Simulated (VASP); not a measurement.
# GaSb (Immm) in VASP: a series of runs, part 2 of 2

VASP 6.6.1. The steps go on from the part before.

### 3 Single point, PBE (22.64 Å³/atom)

This run uses another cell than the first one, of 22.64 Å³/atom.

File INCAR:

```
SYSTEM = GaSb
PREC = Accurate
ENCUT = 520
EDIFF = 1E-7
ISMEAR = -1
SIGMA = 0.05
LREAL = .FALSE.
LASPH = .TRUE.
NELM = 80
ALGO = Normal
ISIF = 2
LWAVE = .FALSE.
LCHARG = .TRUE.
GGA = PE
LELF = .TRUE.
LVHAR = .TRUE.
NBANDS = 16
```

File KPOINTS:

```
Automatic mesh
0
G
  10 10 10
  0 0 0
```

File POSCAR:

```
GaSb
1.0
   -1.5241390061      2.6203957796      2.8342492230
    1.5241390061     -2.6203957796      2.8342492230
    1.5241390061      2.6203957796     -2.8342492230
Sb Ga
1 1
Direct
    0.5000000000      0.5000000000      0.0000000000
    0.0000000000      0.0000000000      0.0000000000
```

Potentials or basis: VASP PAW PBE potentials, release 64 (Sb, Ga_d).

Launch:

```bash
> cat potpaw_PBE.64/Sb/POTCAR potpaw_PBE.64/Ga_d/POTCAR > POTCAR
> mpirun -np 1 vasp_std > vasp.out
```

OUTCAR:

```text
SYSTEM = GaSb
   PREC = Accurate
   ENCUT = 520
   EDIFF = 1E-7
   ISMEAR = -1
   LREAL = .FALSE.
   LASPH = .TRUE.
   NELM = 80
   ISIF = 2
   GGA = PE

 ion  position               nearest neighbor table
   1  0.500  0.500  0.000-   2 2.83   2 2.83   2 3.03   2 3.03   2 3.03   2 3.03
   2  0.000  0.000  0.000-   1 2.83   1 2.83   1 3.03   1 3.03   1 3.03   1 3.03

  LATTYP: Found a body centered orthorhombic cell.
 ALAT       =     3.0482780122
 B/A-ratio  =     1.7192629866
 C/A-ratio  =     1.8595739704

  Lattice vectors:

 A1 = (  -1.5241390061,   2.6203957796,   2.8342492230)
 A2 = (   1.5241390061,  -2.6203957796,   2.8342492230)
 A3 = (   1.5241390061,   2.6203957796,  -2.8342492230)

Analysis of symmetry for initial positions (statically):
=====================================================================
 Subroutine PRICEL returns:
 Original cell was already a primitive cell.

 Routine SETGRP: Setting up the symmetry group for a
 body centered orthorhombic supercell.

 Subroutine GETGRP returns: Found  8 space group operations
 (whereof  8 operations were pure point group operations)
 out of a pool of  8 trial point group operations.

The static configuration has the point symmetry D_2h.

Analysis of symmetry for dynamics (positions and initial velocities):
=====================================================================
 Subroutine PRICEL returns:
 Original cell was already a primitive cell.

 Routine SETGRP: Setting up the symmetry group for a
 body centered orthorhombic supercell.

 Subroutine GETGRP returns: Found  8 space group operations
 (whereof  8 operations were pure point group operations)
 out of a pool of  8 trial point group operations.

The dynamic configuration has the point symmetry D_2h.

 Subroutine INISYM returns: Found  8 space group operations
 (whereof  8 operations are pure point group operations),
 and found     1 'primitive' translations

----------------------------------------------------------------------------------------

                                     Primitive cell

  volume of cell :      45.2782

  direct lattice vectors                    reciprocal lattice vectors
    -1.524139006  2.620395780  2.834249223     0.000000000  0.190810871  0.176413562
     1.524139006 -2.620395780  2.834249223     0.328054067  0.000000000  0.176413562
     1.524139006  2.620395780 -2.834249223     0.328054067  0.190810871  0.000000000

  length of vectors
     4.149993061  4.149993061  4.149993061     0.259866375  0.372479819  0.379510552

  position of ions in fractional coordinates (direct lattice)
     0.500000000  0.500000000  0.000000000
     0.000000000  0.000000000  0.000000000

  ion indices of the primitive-cell ions
   primitive index   ion index
                 1           1
                 2           2

----------------------------------------------------------------------------------------

 KPOINTS: Automatic mesh

Automatic generation of k-mesh.
 Grid dimensions read from file:
 generate k-points for:   10   10   10

 Generating k-lattice:

  Cartesian coordinates                     Fractional coordinates (reciprocal lattice)
     0.000000000  0.019081087  0.017641356     0.100000000  0.000000000 -0.000000000
     0.032805407  0.000000000  0.017641356    -0.000000000  0.100000000  0.000000000
     0.032805407  0.019081087  0.000000000    -0.000000000  0.000000000  0.100000000

  Length of vectors
     0.025986638  0.037247982  0.037951055

  Shift w.r.t. Gamma in fractional coordinates (k-lattice)
     0.000000000  0.000000000  0.000000000

 Subroutine IBZKPT returns following result:
 ===========================================

 Found    171 irreducible k-points:

 Following reciprocal coordinates:
            Coordinates               Weight
  0.000000  0.000000  0.000000      1.000000
  0.100000 -0.000000  0.000000      4.000000
  0.200000 -0.000000  0.000000      4.000000
  0.300000  0.000000 -0.000000      4.000000
  0.400000  0.000000  0.000000      4.000000
  0.500000 -0.000000  0.000000      2.000000
[... 16 lines left out ...]
 -0.400000  0.200000  0.000000      8.000000
 -0.300000  0.200000  0.000000      8.000000
 [... further k-points ...]
   k-points           NKPTS =    171   k-points in BZ     NKDIM =    171   number of bands    NBANDS=     16
   number of dos      NEDOS =    301   number of ions     NIONS =      2
   total plane-waves  NPLWV =  32768
   dimension x,y,z NGX =    32 NGY =   32 NGZ =   32
   dimension x,y,z NGXF=    64 NGYF=   64 NGZF=   64
   ions per type =               1   1
   NGX,Y,Z   is equivalent  to a cutoff of  12.82, 12.82, 12.82 a.u.
   NGXF,Y,Z  is equivalent  to a cutoff of  25.64, 25.64, 25.64 a.u.
 SYSTEM =  GaSb
   PREC   = accura    normal or accurate (medium, high low for compatibility)
   ISTART =      0    job   : 0-new  1-cont  2-samecut
   ICHARG =      2    charge: 1-file 2-atom 10-const
   ISPIN  =      1    spin polarized calculation?
   LNONCOLLINEAR =      F non collinear calculations
   LSORBIT =      F    spin-orbit coupling
   LASPH  =      T    aspherical Exc in radial PAW
   ENCUT  =  520.0 eV  38.22 Ry    6.18 a.u.   7.72  7.72  7.72*2*pi/ulx,y,z
   NELM   =     80;   NELMIN=  2; NELMDL= -5     # of ELM steps
   EDIFF  = 0.1E-06   stopping-criterion for ELM
   LREAL  =      F    real-space projection
   EDIFFG = 0.1E-05   stopping-criterion for IOM
   NSW    =      0    number of steps for IOM
   IBRION =     -1    ionic relax: 0-MD 1-quasi-New 2-CG
   NFREE  =      0    steps in history (QN), initial steepest desc. (CG)
   ISIF   =      2    stress and relaxation
   ISYM   =      2    0-nonsym 1-usesym 2-fastsym
   POTIM  = 0.5000    time-step for ionic-motion
   TEBEG  =    0.0;   TEEND  =   0.0 temperature during run
   PSTRESS=    0.0 pullay stress
   NELECT =      18.0000    total number of electrons
   NUPDOWN=      -1.0000    fix difference up-down
   EMIN   =  10.00;   EMAX   =-10.00  energy-range for DOS
   EFERMI =   0.00;   METHOD = LEGACY
   ISMEAR =    -1;   SIGMA  =   0.05  broadening in eV -4-tet -1-fermi 0-gaus
   EFERMI_NEDOS =   21; number of points for ismear=-14 and -15
   IALGO  =     38    algorithm
   IMIX   =      4    mixing-type and parameters
     AMIX     =   0.40;   BMIX     =  1.00
     AMIX_MAG =   1.60;   BMIX_MAG =  1.00
  volume/ion in A,a.u.               =      22.64       152.78
  Fermi-wavevector in a.u.,A,eV,Ry     =   1.203749  2.274755 19.714991  1.449011
  Thomas-Fermi vector in A             =   2.339493
   LORBIT       =      0    0 simple, 1 ext, 2 COOP (PROOUT), +10 PAW based schemes
   GGA     = PE    functional components
   LHFCALC =     F    Hartree Fock is set to
   AEXX    =    0.0000 exact exchange contribution
   IVDW    =     0    specifies the selected vdW correction
   LEPSILON=     F    determine dielectric tensor
   LRPA    =     F    only Hartree local field effects (RPA)
 non-spin polarized calculation
  energy-cutoff  :      520.00
  volume of cell :       45.28
 maximum number of plane-waves:      1234
   NGX = 15   NGY = 15   NGZ = 15

 number of electron      18.0000011 magnetization

 Free energy of the ion-electron system (eV)
  ---------------------------------------------------
  ext. energy  EPLUGINS =         0.00000000
  ---------------------------------------------------
  free energy    TOTEN  =        -6.94836094 eV

  energy without entropy =       -6.94322989  energy(sigma->0) =       -6.94579541

 E-fermi :   7.2877     XC(G=0): -10.5362

 val. band max:        7.2679094609   @ k =  -0.4000  -0.4000   0.1000
 cond. band min:       7.2955901000   @ k =  -0.2000   0.2000   0.1000
 fundamental gap:      0.0276806391
 Fermi energy:         7.2876944406

 k-point     1 :       0.0000    0.0000    0.0000
  band No.  band energies     occupation
      1      -7.7073      2.00000
      2      -7.6021      2.00000
      3      -7.6008      2.00000
      4      -7.5745      2.00000
      5      -7.5385      2.00000
      6      -5.1462      2.00000
[... 8 lines left out ...]
     15      16.6004      0.00000
     16      17.9628      0.00000
[... 419 lines left out ...]
 k-point    24 :      -0.3000    0.2000    0.0000
  band No.  band energies     occupation
      1      -7.6452      2.00000
      2      -7.6182      2.00000
      3      -7.6003      2.00000
      4      -7.5894      2.00000
      5      -7.5623      2.00000
      6      -4.0051      2.00000
[... 8 lines left out ...]
     15      15.1881      0.00000
     16      16.7546      0.00000

 [... further k-points ...]

------------------------ aborting loop because EDIFF is reached ----------------------------------------

  FORCE on cell =-STRESS in cart. coord.  units (eV):
  Direction    XX          YY          ZZ          XY          YZ          ZX
  --------------------------------------------------------------------------------------
  -------------------------------------------------------------------------------------
  Total        1.4058852      0.9064648      0.8505004     -0.0000000      0.0000000      0.0000000
  in kB       49.7474640     32.0753962     30.0950871     -0.0000000      0.0000000      0.0000000
  external PRESSURE =      37.3059824 kB  Pullay stress =       0.0000000 kB

 VOLUME and BASIS-vectors are now :
 -----------------------------------------------------------------------------
  energy-cutoff  :      520.00
  volume of cell :       45.28
      direct lattice vectors                 reciprocal lattice vectors
    -1.524139006  2.620395780  2.834249223     0.000000000  0.190810871  0.176413562
     1.524139006 -2.620395780  2.834249223     0.328054067  0.000000000  0.176413562
     1.524139006  2.620395780 -2.834249223     0.328054067  0.190810871  0.000000000

 POSITION                                       TOTAL-FORCE (eV/Angst)
 -----------------------------------------------------------------------------------
      0.00000      0.00000      2.83425        -0.000000      0.000000     -0.000000
      0.00000      0.00000      0.00000         0.000000     -0.000000      0.000000
 -----------------------------------------------------------------------------------
    total drift:                               -0.000000      0.000000      0.000000

  FREE ENERGIE OF THE ION-ELECTRON SYSTEM (eV)
  ---------------------------------------------------
  free  energy   TOTEN  =        -6.9483609356 eV

  energy  without entropy=       -6.9432298901  energy(sigma->0) =       -6.94579541
```

OSZICAR:

```text
N       E                     dE             d eps       ncg     rms          rms(c)
DAV:   1     0.788288261326E+02    0.78829E+02   -0.85719E+03  5664   0.149E+03
DAV:   2    -0.129182600121E+01   -0.80121E+02   -0.77313E+02  6328   0.303E+02
DAV:   3    -0.687740349292E+01   -0.55856E+01   -0.55638E+01  6656   0.616E+01
DAV:   4    -0.696453450987E+01   -0.87131E-01   -0.87117E-01  6632   0.843E+00
DAV:   5    -0.696651312425E+01   -0.19786E-02   -0.19786E-02  7080   0.116E+00    0.258E+00
DAV:   6    -0.695093272089E+01    0.15580E-01   -0.34403E-02  7160   0.315E+00    0.146E+00
DAV:   7    -0.694841054168E+01    0.25222E-02   -0.10993E-02  7896   0.125E+00    0.233E-01
DAV:   8    -0.694834987182E+01    0.60670E-04   -0.13885E-03  7184   0.516E-01    0.424E-02
DAV:   9    -0.694835931385E+01   -0.94420E-05   -0.83321E-05  6480   0.716E-02    0.137E-02
DAV:  10    -0.694836156991E+01   -0.22561E-05   -0.51126E-06  7328   0.173E-02    0.256E-03
DAV:  11    -0.694836117193E+01    0.39797E-06   -0.53917E-07  6488   0.590E-03    0.162E-03
DAV:  12    -0.694836093991E+01    0.23202E-06   -0.45164E-08  4584   0.200E-03    0.307E-04
DAV:  13    -0.694836093556E+01    0.43456E-08   -0.10489E-08  3776   0.107E-03
   1 F= -.69483609E+01 E0= -.69457954E+01  d E =-.513105E-02
```

It took 95 s on 1 thread of Intel Xeon Platinum 8259CL at 2.50GHz (Skylake/Cascade Lake), shared host; peak memory 0.27 GiB.

Results:

```
Free energy            : -6.9484 eV
Pressure               : 3.7 GPa
Band gap on the k mesh : zero (bands 9 and 10 overlap by 4.90 eV)
```

Stress tensor (GPa, compression positive):
```
4.97 0.00 0.00
0.00 3.21 0.00
0.00 0.00 3.01
```

Caveat: the cell stands under pressure; spin-orbit coupling is left out, which moves the levels of the heavy elements.

### 4 Single point, PBE (23.12 Å³/atom)

This run uses another cell than the first one, of 23.12 Å³/atom.

File INCAR:

```
PREC = Accurate
ENCUT = 520
EDIFF = 1E-6
ISMEAR = -1
SIGMA = 0.05
LREAL = False
LASPH = True
NELM = 80
ALGO = Normal
ISIF = 2
LWAVE = False
LCHARG = True
GGA = PE
LELF = True
LVHAR = True
NBANDS = 16
```

File KPOINTS:

```
Automatic mesh
0
Gamma
  10 10 10
```

File POSCAR:

```
GaSb
1.0
   -1.5348727331      2.6388498790      2.8542093822
    1.5348727331     -2.6388498790      2.8542093822
    1.5348727331      2.6388498790     -2.8542093822
Sb Ga
1 1
Direct
    0.5000000000      0.5000000000      0.0000000000
    0.0000000000      0.0000000000      0.0000000000
```

Launch:

```bash
> cat potpaw_PBE.64/Sb/POTCAR potpaw_PBE.64/Ga_d/POTCAR > POTCAR
> mpirun -np 1 vasp_std > vasp.out
```

Wall time 82 s (1 thread of Intel Xeon Platinum 8259CL at 2.50GHz (Skylake/Cascade Lake), shared host); peak memory 0.27 GiB.

It converged, with:

```yaml
Free_energy: -6.9664 eV
Pressure: 2.3 GPa
Band_gap_on_the_k_mesh: zero (bands 9 and 10 overlap by 4.74 eV)
```

Stress tensor (GPa, compression positive):
```
3.45 0.00 0.00
0.00 1.85 0.00
0.00 0.00 1.59
```

Levels at points of the mesh, in eV from the Fermi level:
```tsv
k point	band 7	band 8	band 9	band 10	band 11	band 12
(0.00, 0.00, 0.00)	-3.11	-2.28	-1.82	3.28	5.61	6.29
(0.50, 0.00, 0.00)	-8.29	-0.24	1.44	2.16	2.63	5.01
(0.00, 0.50, 0.00)	-6.21	-2.07	-0.53	-0.32	1.01	3.03
(0.50, 0.50, 0.00)	-5.29	-2.92	-2.20	-1.82	3.22	3.93
(0.50, 0.50, 0.50)	-6.05	-5.35	-5.05	3.38	7.18	9.96
```

Caveat: spin-orbit coupling is left out, which moves the levels of the heavy elements.

### 5 Summary

| cell | gap on the mesh (eV) | pressure (GPa) |
| --- | --- | --- |
| a = 4.320 Å, angles 136.9, 101.7, 93.9°, 2 atoms | none | -2.7 |
| a = 4.150 Å, angles 136.9, 101.7, 93.9°, 2 atoms | none | 3.7 |
| a = 4.179 Å, angles 136.9, 101.7, 93.9°, 2 atoms | none | 2.3 |

Alike in all rows: task single point; level PBE; potentials or basis VASP PAW PBE potentials, release 64 (Sb, Ga_d); no spin polarisation; k mesh 10 × 10 × 10; cutoff (eV) 520; smearing fermi-dirac 0.05 eV.

Caveats: spin-orbit coupling is left out, which moves the levels of the heavy elements; the cell stands under pressure (at least some runs).

Total energies depend on the potentials used, so only differences within one code and one set of settings carry meaning.

The gap in the log of VASP goes by the Fermi energy; the results here count the filled bands.